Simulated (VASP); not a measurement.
# CdS (P6_3mc) in VASP: further runs

CdS is run at these levels: PBEsol; tasks: single point, relaxation of cell and atoms.

Program: VASP 6.6.1. These are calculated values, not measurements. Logs are shortened: lines on timing, memory, paths and dates and some standing lists are left out, and cuts for length are marked.

**1. The cell of the first run**

It takes space group P6_3mc (No. 186, hexagonal). Conventional cell: a = 4.125 Å, b = 4.125 Å, c = 6.708 Å, α = 90.00°, β = 90.00°, γ = 120.00°. Cd (site symmetry 3m) has 4 S at 2.52 to 2.53 Å within 3.3 Å. S (site symmetry 3m) has 4 Cd at 2.52 to 2.53 Å within 3.3 Å.

**2. Single point, PBEsol**

Contents of INCAR:

```
PREC = Accurate ; ENCUT = 520
EDIFF = 1E-6 ; ISMEAR = -1
SIGMA = 0.03 ; LREAL = False
LASPH = True ; NELM = 100
ALGO = Normal ; ISIF = 2
LWAVE = False ; LCHARG = True
GGA = PS ; LELF = True
LVHAR = True ; NBANDS = 26
```

Contents of KPOINTS:

```
Automatic mesh
0
Gamma
  6 6 4
```

Contents of POSCAR:

```
CdS
1.0
    4.1247583338      0.0000000000      0.0000000000
   -2.0623791669      3.5721455015      0.0000000000
    0.0000000000      0.0000000000      6.7080839609
Cd S
2 2
Direct
    0.6666666667      0.3333333333      0.5001845501
    0.3333333333      0.6666666667      0.0001845501
    0.6666666667      0.3333333333      0.8768154499
    0.3333333333      0.6666666667      0.3768154499
```

Potentials or basis: VASP PAW PBE potentials, release 64 (Cd, S).

Started as:

```console
cat potpaw_PBE.64/Cd/POTCAR potpaw_PBE.64/S/POTCAR > POTCAR
mpirun -np 1 vasp_std > vasp.out
```

OUTCAR:

```text
PREC = Accurate
   ENCUT = 520
   EDIFF = 1E-6
   ISMEAR = -1
   LREAL = False
   LASPH = True
   NELM = 100
   ISIF = 2
   GGA = PS

 ion  position               nearest neighbor table
   1  0.667  0.333  0.500-   4 2.52   4 2.52   4 2.52   3 2.53
   2  0.333  0.667  0.000-   3 2.52   3 2.52   3 2.52   4 2.53
   3  0.667  0.333  0.877-   2 2.52   2 2.52   2 2.52   1 2.53
   4  0.333  0.667  0.377-   1 2.52   1 2.52   1 2.52   2 2.53

  LATTYP: Found a hexagonal cell.
 ALAT       =     4.1247583338
 C/A-ratio  =     1.6262974502

  Lattice vectors:

 A1 = (   4.1247583338,   0.0000000000,   0.0000000000)
 A2 = (  -2.0623791669,   3.5721455015,   0.0000000000)
 A3 = (   0.0000000000,   0.0000000000,   6.7080839609)

Analysis of symmetry for initial positions (statically):
=====================================================================
 Subroutine PRICEL returns:
 Original cell was already a primitive cell.

 Routine SETGRP: Setting up the symmetry group for a
 hexagonal supercell.

 Subroutine GETGRP returns: Found 12 space group operations
 (whereof  6 operations were pure point group operations)
 out of a pool of 24 trial point group operations.

The static configuration has the point symmetry C_3v.
 The point group associated with its full space group is C_6v.

Analysis of symmetry for dynamics (positions and initial velocities):
=====================================================================
 Subroutine PRICEL returns:
 Original cell was already a primitive cell.

 Routine SETGRP: Setting up the symmetry group for a
 hexagonal supercell.

 Subroutine GETGRP returns: Found 12 space group operations
 (whereof  6 operations were pure point group operations)
 out of a pool of 24 trial point group operations.

The dynamic configuration has the point symmetry C_3v.
 The point group associated with its full space group is C_6v.

 Subroutine INISYM returns: Found 12 space group operations
 (whereof  6 operations are pure point group operations),
 and found     1 'primitive' translations

----------------------------------------------------------------------------------------

                                     Primitive cell

  volume of cell :      98.8385

  direct lattice vectors                    reciprocal lattice vectors
     4.124758334  0.000000000  0.000000000     0.242438446  0.139971902  0.000000000
    -2.062379167  3.572145502  0.000000000     0.000000000  0.279943804  0.000000000
     0.000000000  0.000000000  6.708083961     0.000000000  0.000000000  0.149073865

  length of vectors
     4.124758334  4.124758334  6.708083961     0.279943804  0.279943804  0.149073865

  position of ions in fractional coordinates (direct lattice)
     0.666666667  0.333333333  0.500184550
     0.333333333  0.666666667  0.000184550
     0.666666667  0.333333333  0.876815450
     0.333333333  0.666666667  0.376815450

  ion indices of the primitive-cell ions
   primitive index   ion index
                 1           1
                 2           2
                 3           3
                 4           4

----------------------------------------------------------------------------------------

 KPOINTS: Automatic mesh

Automatic generation of k-mesh.
 Grid dimensions read from file:
 generate k-points for:    6    6    4

 Generating k-lattice:

  Cartesian coordinates                     Fractional coordinates (reciprocal lattice)
     0.040406408  0.023328650  0.000000000     0.166666667  0.000000000  0.000000000
     0.000000000  0.046657301  0.000000000     0.000000000  0.166666667  0.000000000
     0.000000000  0.000000000  0.037268466     0.000000000  0.000000000  0.250000000

  Length of vectors
     0.046657301  0.046657301  0.037268466

  Shift w.r.t. Gamma in fractional coordinates (k-lattice)
     0.000000000  0.000000000  0.000000000

 Subroutine IBZKPT returns following result:
 ===========================================

 Found     21 irreducible k-points:

 Following reciprocal coordinates:
            Coordinates               Weight
  0.000000  0.000000  0.000000      1.000000
  0.166667 -0.000000  0.000000      6.000000
  0.333333  0.000000  0.000000      6.000000
  0.500000  0.000000  0.000000      3.000000
  0.166667  0.166667  0.000000      6.000000
  0.333333  0.166667  0.000000     12.000000
[... 13 lines left out ...]
  0.333333  0.166667  0.500000     12.000000
  0.333333  0.333333  0.500000      2.000000
   k-points           NKPTS =     21   k-points in BZ     NKDIM =     21   number of bands    NBANDS=     26
   number of dos      NEDOS =    301   number of ions     NIONS =      4
   total plane-waves  NPLWV =  51200
   dimension x,y,z NGX =    32 NGY =   32 NGZ =   50
   dimension x,y,z NGXF=    64 NGYF=   64 NGZF=  100
   ions per type =               2   2
   NGX,Y,Z   is equivalent  to a cutoff of  12.90, 12.90, 12.39 a.u.
   NGXF,Y,Z  is equivalent  to a cutoff of  25.79, 25.79, 24.78 a.u.
 SYSTEM =  unknown system
   PREC   = accura    normal or accurate (medium, high low for compatibility)
   ISTART =      0    job   : 0-new  1-cont  2-samecut
   ICHARG =      2    charge: 1-file 2-atom 10-const
   ISPIN  =      1    spin polarized calculation?
   LNONCOLLINEAR =      F non collinear calculations
   LSORBIT =      F    spin-orbit coupling
   LASPH  =      T    aspherical Exc in radial PAW
   ENCUT  =  520.0 eV  38.22 Ry    6.18 a.u.   7.67  7.67 12.47*2*pi/ulx,y,z
   NELM   =    100;   NELMIN=  2; NELMDL= -5     # of ELM steps
   EDIFF  = 0.1E-05   stopping-criterion for ELM
   LREAL  =      F    real-space projection
   EDIFFG = 0.1E-04   stopping-criterion for IOM
   NSW    =      0    number of steps for IOM
   IBRION =     -1    ionic relax: 0-MD 1-quasi-New 2-CG
   NFREE  =      0    steps in history (QN), initial steepest desc. (CG)
   ISIF   =      2    stress and relaxation
   ISYM   =      2    0-nonsym 1-usesym 2-fastsym
   POTIM  = 0.5000    time-step for ionic-motion
   TEBEG  =    0.0;   TEEND  =   0.0 temperature during run
   PSTRESS=    0.0 pullay stress
   NELECT =      36.0000    total number of electrons
   NUPDOWN=      -1.0000    fix difference up-down
   EMIN   =  10.00;   EMAX   =-10.00  energy-range for DOS
   EFERMI =   0.00;   METHOD = LEGACY
   ISMEAR =    -1;   SIGMA  =   0.03  broadening in eV -4-tet -1-fermi 0-gaus
   EFERMI_NEDOS =   21; number of points for ismear=-14 and -15
   IALGO  =     38    algorithm
   IMIX   =      4    mixing-type and parameters
     AMIX     =   0.40;   BMIX     =  1.00
     AMIX_MAG =   1.60;   BMIX_MAG =  1.00
  volume/ion in A,a.u.               =      24.71       166.75
  Fermi-wavevector in a.u.,A,eV,Ry     =   1.169141  2.209356 18.597682  1.366891
  Thomas-Fermi vector in A             =   2.305618
   LORBIT       =      0    0 simple, 1 ext, 2 COOP (PROOUT), +10 PAW based schemes
   GGA     = PS    functional components
   LHFCALC =     F    Hartree Fock is set to
   AEXX    =    0.0000 exact exchange contribution
   IVDW    =     0    specifies the selected vdW correction
   LEPSILON=     F    determine dielectric tensor
   LRPA    =     F    only Hartree local field effects (RPA)
 non-spin polarized calculation
  energy-cutoff  :      520.00
  volume of cell :       98.84
 maximum number of plane-waves:      2695
 NGX is ok and might be reduce to    32
   NGX = 15   NGY = 15   NGZ = 25

 number of electron      35.9999995 magnetization

 Free energy of the ion-electron system (eV)
  ---------------------------------------------------
  ext. energy  EPLUGINS =         0.00000000
  ---------------------------------------------------
  free energy    TOTEN  =       -13.63013629 eV

  energy without entropy =      -13.63013629  energy(sigma->0) =      -13.63013629

 E-fermi :   1.8032     XC(G=0):  -9.3887

 val. band max:        1.2451349583   @ k =   0.0000   0.0000   0.0000
 cond. band min:       2.3418841657   @ k =   0.0000   0.0000   0.0000
 fundamental gap:      1.0967492074
 Fermi energy:         1.8032334895

 k-point     1 :       0.0000    0.0000    0.0000
  band No.  band energies     occupation
      1     -11.1673      2.00000
      2     -10.7174      2.00000
      3      -6.4786      2.00000
      4      -6.4716      2.00000
      5      -6.4716      2.00000
      6      -6.3854      2.00000
[... 18 lines left out ...]
     25       8.7475      0.00000
     26       8.8439      0.00000

 k-point     2 :       0.1667   -0.0000    0.0000
  band No.  band energies     occupation
      1     -11.0686      2.00000
      2     -10.6750      2.00000
      3      -6.4470      2.00000
      4      -6.4328      2.00000
      5      -6.4003      2.00000
      6      -6.3366      2.00000
[... 18 lines left out ...]
     25       8.6826      0.00000
     26       9.3337      0.00000

 k-point     3 :       0.3333    0.0000    0.0000
  band No.  band energies     occupation
      1     -10.8550      2.00000
      2     -10.6042      2.00000
      3      -6.3918      2.00000
      4      -6.3736      2.00000
      5      -6.2499      2.00000
      6      -6.2164      2.00000
[... 18 lines left out ...]
     25       9.4510      0.00000
     26      10.0224      0.00000

 k-point     4 :       0.5000    0.0000    0.0000
  band No.  band energies     occupation
      1     -10.7286      2.00000
      2     -10.5878      2.00000
      3      -6.3766      2.00000
      4      -6.3556      2.00000
      5      -6.1655      2.00000
      6      -6.1628      2.00000
[... 18 lines left out ...]
     25       9.5220      0.00000
     26      11.3114      0.00000

 k-point     5 :       0.1667    0.1667    0.0000
  band No.  band energies     occupation
      1     -10.9117      2.00000
      2     -10.6194      2.00000
      3      -6.3985      2.00000
      4      -6.3865      2.00000
      5      -6.2740      2.00000
      6      -6.2724      2.00000
[... 18 lines left out ...]
     25       9.2929      0.00000
     26       9.7854      0.00000

 k-point     6 :       0.3333    0.1667    0.0000
  band No.  band energies     occupation
      1     -10.7303      2.00000
      2     -10.5884      2.00000
      3      -6.3901      2.00000
      4      -6.3260      2.00000
      5      -6.1876      2.00000
      6      -6.1738      2.00000
[... 340 lines left out ...]
 k-point    18 :       0.5000    0.0000    0.5000
  band No.  band energies     occupation
      1     -10.6470      2.00000
      2     -10.6470      2.00000
      3      -6.3457      2.00000
      4      -6.3457      2.00000
      5      -6.2550      2.00000
      6      -6.2550      2.00000
[... 18 lines left out ...]
     25       9.5928      0.00000
     26       9.5928      0.00000

 k-point    19 :       0.1667    0.1667    0.5000
  band No.  band energies     occupation
      1     -10.7565      2.00000
      2     -10.7565      2.00000
      3      -6.3444      2.00000
      4      -6.3444      2.00000
      5      -6.3169      2.00000
      6      -6.3169      2.00000
[... 18 lines left out ...]
     25       9.1570      0.00000
     26       9.1570      0.00000

 k-point    20 :       0.3333    0.1667    0.5000
  band No.  band energies     occupation
      1     -10.6481      2.00000
      2     -10.6481      2.00000
      3      -6.3178      2.00000
      4      -6.3178      2.00000
      5      -6.2651      2.00000
      6      -6.2651      2.00000
[... 18 lines left out ...]
     25       9.6294      0.00000
     26       9.6294      0.00000

 k-point    21 :       0.3333    0.3333    0.5000
  band No.  band energies     occupation
      1     -10.6133      2.00000
      2     -10.6133      2.00000
      3      -6.2841      2.00000
      4      -6.2841      2.00000
      5      -6.2660      2.00000
      6      -6.2660      2.00000
[... 18 lines left out ...]
     25      10.4642      0.00000
     26      10.4642      0.00000

------------------------ aborting loop because EDIFF is reached ----------------------------------------

  FORCE on cell =-STRESS in cart. coord.  units (eV):
  Direction    XX          YY          ZZ          XY          YZ          ZX
  --------------------------------------------------------------------------------------
  -------------------------------------------------------------------------------------
  Total        0.2406124      0.2406124      0.2450799      0.0000000      0.0000000      0.0000000
  in kB        3.9003400      3.9003400      3.9727578      0.0000000      0.0000000      0.0000000
  external PRESSURE =       3.9244793 kB  Pullay stress =       0.0000000 kB

 VOLUME and BASIS-vectors are now :
 -----------------------------------------------------------------------------
  energy-cutoff  :      520.00
  volume of cell :       98.84
      direct lattice vectors                 reciprocal lattice vectors
     4.124758334  0.000000000  0.000000000     0.242438446  0.139971902  0.000000000
    -2.062379167  3.572145502  0.000000000     0.000000000  0.279943804  0.000000000
     0.000000000  0.000000000  6.708083961     0.000000000  0.000000000  0.149073865

 POSITION                                       TOTAL-FORCE (eV/Angst)
 -----------------------------------------------------------------------------------
      2.06238      1.19072      3.35528        -0.000000     -0.000000      0.001342
     -0.00000      2.38143      0.00124         0.000000      0.000000      0.001342
      2.06238      1.19072      5.88175        -0.000000      0.000000     -0.001342
     -0.00000      2.38143      2.52771        -0.000000     -0.000000     -0.001342
 -----------------------------------------------------------------------------------
    total drift:                               -0.000000     -0.000000      0.000120

  FREE ENERGIE OF THE ION-ELECTRON SYSTEM (eV)
  ---------------------------------------------------
  free  energy   TOTEN  =       -13.6301362864 eV

  energy  without entropy=      -13.6301362862  energy(sigma->0) =      -13.63013629
```

It took 2.1 min on 1 thread of AMD EPYC 7R13, shared host; peak memory 0.2 GiB.

What came out:

- Free energy: -13.6301 eV
- Pressure: 0.4 GPa
- Band gap on the k mesh: 1.10 eV, direct

Caveat: the PAW data sets were made with another functional, which shifts forces and pressure a little.

**3. Relaxation of cell and atoms, PBEsol**

This run uses another cell than the first one, of 25.51 Å³/atom, 1.032 times its volume.

Contents of INCAR:

```
SYSTEM = CdS
PREC = Accurate ; ENCUT = 600
EDIFF = 1E-6 ; ISMEAR = -1
SIGMA = 0.03 ; LREAL = .FALSE.
LASPH = .TRUE. ; NELM = 80
ALGO = Normal ; ISIF = 3
LWAVE = .FALSE. ; LCHARG = .FALSE.
GGA = PS ; IBRION = 2
NSW = 100 ; EDIFFG = -0.01
```

Contents of KPOINTS:

```
Automatic mesh
0
G
  6 6 4
  0 0 0
```

Contents of POSCAR:

```
CdS
1.0
    4.1688380995      0.0000000000      0.0000000000
   -2.0844190498      3.6103196984      0.0000000000
    0.0000000000      0.0000000000      6.7796174100
Cd S
2 2
Direct
    0.6666666700      0.3333333300      0.5002243700
    0.3333333300      0.6666666700      0.0002243700
    0.6666666700      0.3333333300      0.8767756300
    0.3333333300      0.6666666700      0.3767756300
```

Potentials or basis: VASP PAW PBE potentials, release 64 (Cd, S).

Started as:

```console
cat potpaw_PBE.64/Cd/POTCAR potpaw_PBE.64/S/POTCAR > POTCAR
mpirun -np 1 vasp_std > vasp.out
```

Run time: 5.9 min. Hardware: 1 thread of AMD EPYC 7R13, shared host; peak memory 0.25 GiB.

The run converged. Its results:

```yaml
Free_energy: -13.6323 eV
Relaxed_volume: 24.86 Å³/atom
Relaxed_cell: a = 4.133 Å, b = 4.133 Å, c = 6.722 Å, α = 90.00°, β = 90.00°, γ = 120.00°
Space_group_after_relaxing_to_0.05_Å: P6_3mc (No. 186)
Energy_gained_by_relaxing: 3.1 meV/atom
Ionic_steps: 3
Pressure_after_relaxing: 0.0 GPa
Band_gap_on_the_k_mesh: 1.08 eV, direct
```

Step by step:
```tsv
step	energy change (eV)	largest force (eV/Å)	pressure (GPa)	volume (Å³)
1	0.0000	0.0036	-1.53	102.04
2	-0.0109	0.0020	0.60	98.48
3	-0.0126	0.0003	0.00	99.43
```

Final structure:
```
Cd S
1.0
     4.13284    0.00000    0.00000
    -2.06642    3.57915    0.00000
     0.00000    0.00000    6.72210
Cd S
2 2
Direct
  0.66667 0.33333 0.50021
  0.33333 0.66667 0.00021
  0.66667 0.33333 0.87679
  0.33333 0.66667 0.37679
```

Levels at points of the mesh, in eV from the valence-band top:
```
           k point  band 16  band 17  band 18  band 19  band 20  band 21
(0.00, 0.00, 0.00)    -0.05     0.00     0.00     1.08     2.67     6.38
(0.50, 0.00, 0.00)    -1.91    -1.33    -0.77     3.63     3.76     4.98
(0.00, 0.00, 0.50)    -0.40    -0.40    -0.40     2.75     2.75     6.07
(0.50, 0.00, 0.50)    -1.38    -1.36    -1.36     3.36     3.36     5.27
```

Caveat: the PAW data sets were made with another functional, which shifts forces and pressure a little.
